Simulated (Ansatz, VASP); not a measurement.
## Cu in VASP and in Ansatz

Contents of INCAR:

```
PREC = Accurate ; ENCUT = 520
EDIFF = 1E-6 ; ISMEAR = -1
SIGMA = 0.1 ; LREAL = False
LASPH = True ; NELM = 200
ALGO = Normal ; ISIF = 2
LWAVE = False ; LCHARG = True
ISPIN = 2 ; MAGMOM = 1
LORBIT = 11 ; LMAXMIX = 4
GGA = PE ; LELF = True
LVHAR = True ; NBANDS = 16
GGA_COMPAT = False
```

The input KPOINTS:

```
Automatic mesh
0
Gamma
  1 1 1
```

File POSCAR:

```
Cu
1.0
    8.5000000000      0.0000000000      0.0000000000
    0.0000000000      8.8000000000      0.0000000000
    0.0000000000      0.0000000000      9.1000000000
Cu
1
Direct
    0.5021050700      0.5044005300      0.4966902100
```

Input for Ansatz:

```yaml
crystal:
  lattice:
    - [8.5, 0.0, 0.0]
    - [0.0, 8.8, 0.0]
    - [0.0, 0.0, 9.1]
  atoms:
    - { symbol: Cu, position: [0.50210507, 0.50440053, 0.49669021], spin: 1 }
kpoints:
  mp_grid: { grid: [1, 1, 1] }
hamiltonian:
  xc: pbe
  pseudopotentials: { kind: nc }
output:
  forces: true
magnetization:
  spin_polarized: true
scf:
  occupations: { method: fermi_dirac, width: 0.1 }
```

Alike in both runs: task single point; functional PBE; k mesh 1 × 1 × 1; occupations fermi-dirac, width 0.1 eV; collinear spin.

```csv
,VASP,Ansatz
version,VASP 6.6.1,Ansatz 0.2 development build
potentials or method,"VASP PAW PBE potentials, release 64 (Cu)",scalar-relativistic
plane-wave cutoff (eV),520,1252
```

VASP gave:

* net moment per atom (μB): 0.98
* size of the moment on the site where the two differ most (μB): 0.32

Q: What did Ansatz give for the same quantities?

A: net moment per atom (μB): 0.98; size of the moment on the site where the two differ most (μB): 0.98.

Site moments also hang on the region over which each program counts them.
